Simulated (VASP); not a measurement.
SiC (rocksalt type): single point with LDA

Crystal: SiC (rocksalt type).

```
Si C
1.0
     0.00000    1.96271    1.96271
     1.96271    0.00000    1.96271
     1.96271    1.96271    0.00000
Si C
1 1
Cartesian
  0.0000 0.0000 0.0000
  1.9627 1.9627 1.9627
```

This cell differs from its parent crystal: volume scaled by 0.94.

```
Program             : VASP 6.6.1
Task                : single point
Functional          : LDA
Potentials or basis : VASP PAW LDA potentials, release 64 (Si, C)
Cutoff              : 520 eV
k mesh              : 15 × 15 × 15
Occupations         : fermi-dirac, width 0.05 eV
Spin                : no spin polarisation
```

```yaml
Pressure: 19.6 GPa
Band_gap_on_the_k_mesh: zero (band 4 reaches 13.93 eV, above the bottom of band 5 at 13.64 eV)
```

Levels at points of the mesh, in eV from the Fermi level:
| k point | band 1 | band 2 | band 3 | band 4 | band 5 | band 6 | band 7 | band 8 | band 9 |
| --- | --- | --- | --- | --- | --- | --- | --- | --- | --- |
| (0.00, 0.00, 0.00) | -19.52 | -0.05 | -0.05 | -0.05 | 8.89 | 8.89 | 8.89 | 9.26 | 13.65 |

Wall time 24 s on 1 thread of AMD EPYC 7R43 64-Core Processor (Zen 3), with other jobs on the host, peak memory 0.1 GiB.
